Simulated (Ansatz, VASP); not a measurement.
**Two plane-wave programs on I**

```
I
1.0
     0.00000    0.00000    3.60976
     3.35283   -3.18650    1.80488
     3.35283    3.18650   -1.80488
I
2
Direct
  0.44300 0.75000 0.25000
  0.55700 0.25000 0.75000
```

Alike in both runs: task single point; functional PBE; k mesh 11 × 11 × 11; occupations fermi-dirac, width 0.043 eV; no spin polarisation.

|  | VASP | Ansatz |
| --- | --- | --- |
| version | VASP 6.6.1 | Ansatz 0.2.0 |
| potentials or method | VASP PAW PBE potentials, release 64 (I), cutoff 520 eV | PAW plane waves |
| valence electrons in the cell | 14 | 34 |

Ansatz gave:

```
pressure (GPa)                                                : 0.4
traceless stress, the component that is largest in VASP (GPa) : -3.54
rms of the force components (eV/Å)                            : 0.238
```

Q: Which values does VASP return?

A: Pressure (GPa): 0.4; traceless stress, the component that is largest in VASP (GPa): -3.59; rms of the force components (eV/Å): 0.238.

Atom by atom the forces differ by 0.001 eV/Å (rms over components). VASP's potentials hold 14 valence electrons a cell and Ansatz's 34, so a difference there can come from the potentials and not from the codes.

Spin-orbit coupling is off throughout.
